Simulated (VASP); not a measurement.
# MoAs3 (I4/mmm) in VASP: notebook

MoAs3 is run at these levels: PBE; tasks: single point.

Everything below comes from runs of VASP 6.6.1. Logs are shortened: lines on timing, memory, paths and dates and some standing lists are left out, and cuts for length are marked.

### 1 The cell of the first run

The structure is tetragonal, space group I4/mmm (No. 139). The conventional cell has a = 4.041 Å, b = 4.041 Å, c = 8.424 Å, α = 90.00°, β = 90.00°, γ = 90.00°. Within 3.8 Å of Mo (site symmetry 4/mmm) lie 12 As at 2.86 to 2.92 Å. Within 3.8 Å of As (site symmetry 4/mmm) lie 4 Mo at 2.86 Å and 8 As at 2.92 Å. As (site symmetry -4m2) has 8 As at 2.86 to 2.92 Å and 4 Mo at 2.92 Å within 3.8 Å.

### 2 Single point, PBE

The input, INCAR:

```
SYSTEM = MoAs3
ALGO     = Normal         ! electronic algorithm
EDIFF    = 1E-7           ! SCF threshold, eV
ENCUT    = 520            ! plane-wave cutoff, eV
GGA      = PE             ! functional
ISIF     = 2              ! what is computed and relaxed
ISMEAR   = 0              ! smearing method
LASPH    = .True.         ! aspherical terms in the spheres
LCHARG   = .False.        ! write CHGCAR
LREAL    = .False.        ! projectors in reciprocal space
LWAVE    = .False.        ! write WAVECAR
NBANDS   = 22             ! bands
NELM     = 60             ! most SCF steps
PREC     = Accurate       ! precision mode
SIGMA    = 0.1            ! smearing width, eV
```

The input, KPOINTS:

```
k-points
0
Gamma
  6 6 6
  0 0 0
```

The input, POSCAR:

```
MoAs3
1.0
   -2.0203417566      2.0203417566      4.2120122175
    2.0203417566     -2.0203417566      4.2120122175
    2.0203417566      2.0203417566     -4.2120122175
Mo As
1 3
Direct
    0.0000000000      0.0000000000      0.0000000000
    0.5000000000      0.5000000000      0.0000000000
    0.2500000000      0.7500000000      0.5000000000
    0.7500000000      0.2500000000      0.5000000000
```

Potentials or basis: VASP PAW PBE potentials, release 64 (Mo_sv, As).

On the command line:

```sh
> cat potpaw_PBE.64/Mo_sv/POTCAR potpaw_PBE.64/As/POTCAR > POTCAR
> mpirun -np 1 vasp_std > vasp.out
```

OUTCAR:

```text
SYSTEM = MoAs3
   EDIFF = 1E-7
   ENCUT = 520
   GGA = PE
   ISIF = 2
   ISMEAR = 0
   LASPH = .True.
   LREAL = .False.
   NELM = 60
   PREC = Accurate

 ion  position               nearest neighbor table
   1  0.000  0.000  0.000-   2 2.86   2 2.86   2 2.86   2 2.86   4 2.92   4 2.92   3 2.92   3 2.92
                             4 2.92   3 2.92   4 2.92   3 2.92
   2  0.500  0.500  0.000-   1 2.86   1 2.86   1 2.86   1 2.86   3 2.92   3 2.92   4 2.92   4 2.92
                             4 2.92   3 2.92   4 2.92   3 2.92
   3  0.250  0.750  0.500-   4 2.86   4 2.86   4 2.86   4 2.86   1 2.92   1 2.92   2 2.92   2 2.92
                             2 2.92   1 2.92   2 2.92   1 2.92
   4  0.750  0.250  0.500-   3 2.86   3 2.86   3 2.86   3 2.86   2 2.92   2 2.92   1 2.92   1 2.92
                             2 2.92   1 2.92   2 2.92   1 2.92

  LATTYP: Found a body centered tetragonal cell.
 ALAT       =     4.0406835132
 C/A-ratio  =     2.0848018429

  Lattice vectors:

 A1 = (  -2.0203417566,   2.0203417566,   4.2120122175)
 A2 = (   2.0203417566,  -2.0203417566,   4.2120122175)
 A3 = (   2.0203417566,   2.0203417566,  -4.2120122175)

Analysis of symmetry for initial positions (statically):
=====================================================================
 Subroutine PRICEL returns:
 Original cell was already a primitive cell.

 Routine SETGRP: Setting up the symmetry group for a
 body centered tetragonal supercell.

 Subroutine GETGRP returns: Found 16 space group operations
 (whereof 16 operations were pure point group operations)
 out of a pool of 16 trial point group operations.

The static configuration has the point symmetry D_4h.

Analysis of symmetry for dynamics (positions and initial velocities):
=====================================================================
 Subroutine PRICEL returns:
 Original cell was already a primitive cell.

 Routine SETGRP: Setting up the symmetry group for a
 body centered tetragonal supercell.

 Subroutine GETGRP returns: Found 16 space group operations
 (whereof 16 operations were pure point group operations)
 out of a pool of 16 trial point group operations.

The dynamic configuration has the point symmetry D_4h.

 Subroutine INISYM returns: Found 16 space group operations
 (whereof 16 operations are pure point group operations),
 and found     1 'primitive' translations

----------------------------------------------------------------------------------------

                                     Primitive cell

  volume of cell :      68.7700

  direct lattice vectors                    reciprocal lattice vectors
    -2.020341757  2.020341757  4.212012217     0.000000000  0.247482882  0.118708108
     2.020341757 -2.020341757  4.212012217     0.247482882  0.000000000  0.118708108
     2.020341757  2.020341757 -4.212012217     0.247482882  0.247482882  0.000000000

  length of vectors
     5.089657017  5.089657017  5.089657017     0.274480221  0.274480221  0.349993648

  position of ions in fractional coordinates (direct lattice)
     0.000000000  0.000000000  0.000000000
     0.500000000  0.500000000  0.000000000
     0.250000000  0.750000000  0.500000000
     0.750000000  0.250000000  0.500000000

  ion indices of the primitive-cell ions
   primitive index   ion index
                 1           1
                 2           2
                 3           3
                 4           4

----------------------------------------------------------------------------------------

 KPOINTS: k-points

Automatic generation of k-mesh.
 Grid dimensions read from file:
 generate k-points for:    6    6    6

 Generating k-lattice:

  Cartesian coordinates                     Fractional coordinates (reciprocal lattice)
     0.000000000  0.041247147  0.019784685     0.166666667 -0.000000000  0.000000000
     0.041247147  0.000000000  0.019784685    -0.000000000  0.166666667  0.000000000
     0.041247147  0.041247147  0.000000000     0.000000000  0.000000000  0.166666667

  Length of vectors
     0.045746703  0.045746703  0.058332275

  Shift w.r.t. Gamma in fractional coordinates (k-lattice)
     0.000000000  0.000000000  0.000000000

 Subroutine IBZKPT returns following result:
 ===========================================

 Found     30 irreducible k-points:

 Following reciprocal coordinates:
            Coordinates               Weight
  0.000000  0.000000  0.000000      1.000000
  0.166667  0.000000  0.000000      8.000000
  0.333333  0.000000 -0.000000      8.000000
  0.500000  0.000000 -0.000000      4.000000
  0.166667  0.166667  0.000000      8.000000
  0.333333  0.166667 -0.000000     16.000000
[... 16 lines left out ...]
 -0.333333 -0.333333  0.166667      8.000000
 -0.166667 -0.333333  0.166667      8.000000
 [... further k-points ...]
   k-points           NKPTS =     30   k-points in BZ     NKDIM =     30   number of bands    NBANDS=     22
   number of dos      NEDOS =    301   number of ions     NIONS =      4
   total plane-waves  NPLWV =  64000
   dimension x,y,z NGX =    40 NGY =   40 NGZ =   40
   dimension x,y,z NGXF=    80 NGYF=   80 NGZF=   80
   ions per type =               1   3
   NGX,Y,Z   is equivalent  to a cutoff of  13.07, 13.07, 13.07 a.u.
   NGXF,Y,Z  is equivalent  to a cutoff of  26.13, 26.13, 26.13 a.u.
 SYSTEM =  MoAs3
   PREC   = accura    normal or accurate (medium, high low for compatibility)
   ISTART =      0    job   : 0-new  1-cont  2-samecut
   ICHARG =      2    charge: 1-file 2-atom 10-const
   ISPIN  =      1    spin polarized calculation?
   LNONCOLLINEAR =      F non collinear calculations
   LSORBIT =      F    spin-orbit coupling
   LASPH  =      T    aspherical Exc in radial PAW
   ENCUT  =  520.0 eV  38.22 Ry    6.18 a.u.   9.46  9.46  9.46*2*pi/ulx,y,z
   NELM   =     60;   NELMIN=  2; NELMDL= -5     # of ELM steps
   EDIFF  = 0.1E-06   stopping-criterion for ELM
   LREAL  =      F    real-space projection
   EDIFFG = 0.1E-05   stopping-criterion for IOM
   NSW    =      0    number of steps for IOM
   IBRION =     -1    ionic relax: 0-MD 1-quasi-New 2-CG
   NFREE  =      0    steps in history (QN), initial steepest desc. (CG)
   ISIF   =      2    stress and relaxation
   ISYM   =      2    0-nonsym 1-usesym 2-fastsym
   POTIM  = 0.5000    time-step for ionic-motion
   TEBEG  =    0.0;   TEEND  =   0.0 temperature during run
   PSTRESS=    0.0 pullay stress
   NELECT =      29.0000    total number of electrons
   NUPDOWN=      -1.0000    fix difference up-down
   EMIN   =  10.00;   EMAX   =-10.00  energy-range for DOS
   EFERMI =   0.00;   METHOD = LEGACY
   ISMEAR =     0;   SIGMA  =   0.10  broadening in eV -4-tet -1-fermi 0-gaus
   EFERMI_NEDOS =   21; number of points for ismear=-14 and -15
   IALGO  =     38    algorithm
   IMIX   =      4    mixing-type and parameters
     AMIX     =   0.40;   BMIX     =  1.00
     AMIX_MAG =   1.60;   BMIX_MAG =  1.00
  volume/ion in A,a.u.               =      17.19       116.02
  Fermi-wavevector in a.u.,A,eV,Ry     =   1.227650  2.319921 20.505658  1.507123
  Thomas-Fermi vector in A             =   2.362605
   LORBIT       =      0    0 simple, 1 ext, 2 COOP (PROOUT), +10 PAW based schemes
   GGA     = PE    functional components
   LHFCALC =     F    Hartree Fock is set to
   AEXX    =    0.0000 exact exchange contribution
   IVDW    =     0    specifies the selected vdW correction
   LEPSILON=     F    determine dielectric tensor
   LRPA    =     F    only Hartree local field effects (RPA)
 non-spin polarized calculation
 Gauss-broadening in eV      SIGMA  =   0.10
  energy-cutoff  :      520.00
  volume of cell :       68.77
 maximum number of plane-waves:      1879
 NGX is ok and might be reduce to    40
   NGX = 19   NGY = 19   NGZ = 19

 number of electron      28.9999997 magnetization

 Free energy of the ion-electron system (eV)
  ---------------------------------------------------
  ext. energy  EPLUGINS =         0.00000000
  ---------------------------------------------------
  free energy    TOTEN  =       -23.01193974 eV

  energy without entropy =      -22.99033000  energy(sigma->0) =      -23.00113487

 E-fermi :   8.5762     XC(G=0): -11.6205

 val. band max:        8.5565600932   @ k =   0.0000   0.0000   0.0000
 cond. band min:       8.5849330628   @ k =   0.3333   0.1667   0.1667
 fundamental gap:      0.0283729695
 Fermi energy:         8.5761645680

 k-point     1 :       0.0000    0.0000    0.0000
  band No.  band energies     occupation
      1     -52.4584      2.00000
      2     -26.6188      2.00000
      3     -26.5194      2.00000
      4     -26.5194      2.00000
      5      -6.4886      2.00000
      6      -0.4934      2.00000
[... 14 lines left out ...]
     21      11.8675      0.00000
     22      12.4712      0.00000

 k-point     2 :       0.1667    0.0000    0.0000
  band No.  band energies     occupation
      1     -52.4582      2.00000
      2     -26.6188      2.00000
      3     -26.5247      2.00000
      4     -26.5188      2.00000
      5      -6.1947      2.00000
      6      -0.8160      2.00000
[... 14 lines left out ...]
     21      12.3737      0.00000
     22      12.9607      0.00000

 k-point     3 :       0.3333    0.0000   -0.0000
  band No.  band energies     occupation
      1     -52.4578      2.00000
      2     -26.6188      2.00000
      3     -26.5354      2.00000
      4     -26.5176      2.00000
      5      -5.3525      2.00000
      6      -2.3077      2.00000
[... 14 lines left out ...]
     21      13.1448      0.00000
     22      14.0016      0.00000

 k-point     4 :       0.5000    0.0000   -0.0000
  band No.  band energies     occupation
      1     -52.4577      2.00000
      2     -26.6188      2.00000
      3     -26.5406      2.00000
      4     -26.5170      2.00000
      5      -4.3368      2.00000
      6      -3.6280      2.00000
[... 14 lines left out ...]
     21      13.7548      0.00000
     22      14.3694      0.00000

 k-point     5 :       0.1667    0.1667    0.0000
  band No.  band energies     occupation
      1     -52.4580      2.00000
      2     -26.6191      2.00000
      3     -26.5243      2.00000
      4     -26.5241      2.00000
      5      -5.8069      2.00000
      6      -1.3415      2.00000
[... 14 lines left out ...]
     21      12.8444      0.00000
     22      13.6663      0.00000

 k-point     6 :       0.3333    0.1667   -0.0000
  band No.  band energies     occupation
      1     -52.4577      2.00000
      2     -26.6188      2.00000
      3     -26.5347      2.00000
      4     -26.5229      2.00000
      5      -4.9107      2.00000
      6      -2.4934      2.00000
[... 14 lines left out ...]
     21      12.3467      0.00000
     22      14.1300      0.00000

 k-point     7 :       0.5000    0.1667   -0.0000
  band No.  band energies     occupation
      1     -52.4575      2.00000
      2     -26.6181      2.00000
      3     -26.5399      2.00000
      4     -26.5222      2.00000
      5      -4.1998      2.00000
      6      -3.3621      2.00000
[... 324 lines left out ...]
      6      -3.0570      2.00000
[... 14 lines left out ...]
     21      13.6423      0.00000
     22      13.8207      0.00000

 k-point    21 :      -0.3333    0.5000    0.1667
  band No.  band energies     occupation
      1     -52.4577      2.00000
      2     -26.6197      2.00000
      3     -26.5349      2.00000
      4     -26.5231      2.00000
      5      -4.2845      2.00000
      6      -3.1761      2.00000
[... 14 lines left out ...]
     21      13.3344      0.00000
     22      14.0808      0.00000

 k-point    22 :      -0.1667    0.5000    0.1667
  band No.  band energies     occupation
      1     -52.4578      2.00000
      2     -26.6201      2.00000
      3     -26.5356      2.00000
      4     -26.5178      2.00000
      5      -4.8124      2.00000
      6      -2.9829      2.00000
[... 14 lines left out ...]
     21      12.4897      0.00000
     22      14.0563      0.00000

 k-point    23 :      -0.3333   -0.3333    0.1667
  band No.  band energies     occupation
      1     -52.4580      2.00000
      2     -26.6210      2.00000
      3     -26.5245      2.00000
      4     -26.5245      2.00000
      5      -5.2361      2.00000
      6      -2.6509      2.00000
[... 14 lines left out ...]
     21      12.7409      0.00000
     22      13.3396      0.00000

 k-point    24 :      -0.1667   -0.3333    0.1667
  band No.  band energies     occupation
      1     -52.4581      2.00000
      2     -26.6207      2.00000
      3     -26.5250      2.00000
      4     -26.5191      2.00000
      5      -5.7854      2.00000
      6      -2.0902      2.00000
[... 14 lines left out ...]
     21      12.0132      0.00000
     22      13.6119      0.00000

 [... further k-points ...]

------------------------ aborting loop because EDIFF is reached ----------------------------------------

  FORCE on cell =-STRESS in cart. coord.  units (eV):
  Direction    XX          YY          ZZ          XY          YZ          ZX
  --------------------------------------------------------------------------------------
  -------------------------------------------------------------------------------------
  Total        0.1930892      0.1930892      0.0855643      0.0000000     -0.0000000      0.0000000
  in kB        4.4985160      4.4985160      1.9934434      0.0000000     -0.0000000      0.0000000
  external PRESSURE =       3.6634918 kB  Pullay stress =       0.0000000 kB

 VOLUME and BASIS-vectors are now :
 -----------------------------------------------------------------------------
  energy-cutoff  :      520.00
  volume of cell :       68.77
      direct lattice vectors                 reciprocal lattice vectors
    -2.020341757  2.020341757  4.212012217     0.000000000  0.247482882  0.118708108
     2.020341757 -2.020341757  4.212012217     0.247482882  0.000000000  0.118708108
     2.020341757  2.020341757 -4.212012217     0.247482882  0.247482882  0.000000000

 POSITION                                       TOTAL-FORCE (eV/Angst)
 -----------------------------------------------------------------------------------
      0.00000      0.00000      0.00000         0.000000      0.000000      0.000000
      0.00000      0.00000      4.21201         0.000000      0.000000      0.000000
      2.02034      0.00000      2.10601        -0.000000      0.000000      0.000000
      0.00000      2.02034      2.10601         0.000000     -0.000000     -0.000000
 -----------------------------------------------------------------------------------
    total drift:                               -0.000000     -0.000000      0.000000

  FREE ENERGIE OF THE ION-ELECTRON SYSTEM (eV)
  ---------------------------------------------------
  free  energy   TOTEN  =       -23.0119397425 eV

  energy  without entropy=      -22.9903300009  energy(sigma->0) =      -23.00113487
```

Wall time 2 min (1 thread of Intel Xeon 8259CL, shared host); peak memory 0.26 GiB.

What came out:

| Quantity | Value |
| --- | --- |
| Free energy | -23.0119 eV |
| Pressure | 0.4 GPa |
| Band gap on the k mesh | zero (an odd number of electrons rules out a gap without spin polarisation) |

Stress tensor (GPa, compression positive):
```
0.45 0.00 0.00
0.00 0.45 0.00
0.00 0.00 0.20
```

### 3 Single point, PBE

This run uses another cell than the first one, of 19.36 Å³/atom.

The input, INCAR:

```
SYSTEM = MoAs3
PREC     = Accurate       ! precision mode
ENCUT    = 520            ! plane-wave cutoff, eV
EDIFF    = 1E-6           ! SCF threshold, eV
ISMEAR   = 0              ! smearing method
SIGMA    = 0.1            ! smearing width, eV
LREAL    = .FALSE.        ! projectors in reciprocal space
LASPH    = .TRUE.         ! aspherical terms in the spheres
NELM     = 100            ! most SCF steps
ALGO     = Normal         ! electronic algorithm
ISIF     = 2              ! what is computed and relaxed
LWAVE    = .FALSE.        ! write WAVECAR
LCHARG   = .FALSE.        ! write CHGCAR
GGA      = PE             ! functional
NBANDS   = 22             ! bands
```

The input, KPOINTS:

```
regular mesh
0
G
  6 6 6
  0 0 0
```

The input, POSCAR:

```
MoAs3
1.0
   -2.0542154602      2.0542154602      4.5886371319
    2.0542154602     -2.0542154602      4.5886371319
    2.0542154602      2.0542154602     -4.5886371319
Mo As
1 3
Direct
    0.0000000000      0.0000000000      0.0000000000
    0.5000000000      0.5000000000      0.0000000000
    0.2500000000      0.7500000000      0.5000000000
    0.7500000000      0.2500000000      0.5000000000
```

Potentials or basis: VASP PAW PBE potentials, release 64 (Mo_sv, As).

On the command line:

```sh
> cat potpaw_PBE.64/Mo_sv/POTCAR potpaw_PBE.64/As/POTCAR > POTCAR
> mpirun -np 1 vasp_std > vasp.out
```

Wall time 97 s (1 thread of Intel Xeon 8259CL, shared host); peak memory 0.26 GiB.

It converged, with:

```yaml
Free_energy: -22.6844 eV
Pressure: -10.3 GPa
Band_gap_on_the_k_mesh: zero (an odd number of electrons rules out a gap without spin polarisation)
```

Stress tensor (GPa, compression positive):
```
 -9.63   0.00   0.00
  0.00  -9.63   0.00
  0.00   0.00 -11.58
```

Levels at points of the mesh, in eV from the Fermi level:
```tsv
k point	band 11	band 12	band 13	band 14	band 15	band 16	band 17	band 18	band 19	band 20
(0.00, 0.00, 0.00)	-3.18	-1.61	-1.61	-0.69	0.04	0.90	1.07	1.07	2.51	3.05
(0.50, 0.00, 0.00)	-2.18	-1.94	-1.82	-1.48	-0.44	-0.03	0.66	1.38	3.13	3.93
(0.50, 0.50, 0.00)	-3.42	-1.85	-0.16	0.08	0.13	0.19	0.68	2.22	2.71	3.19
(0.50, 0.50, 0.50)	-0.95	-0.95	-0.95	-0.63	0.21	0.27	0.48	0.51	0.51	2.88
```

Caveat: the cell stands under tension.

The gap in the log of VASP goes by the Fermi energy; the results here count the filled bands.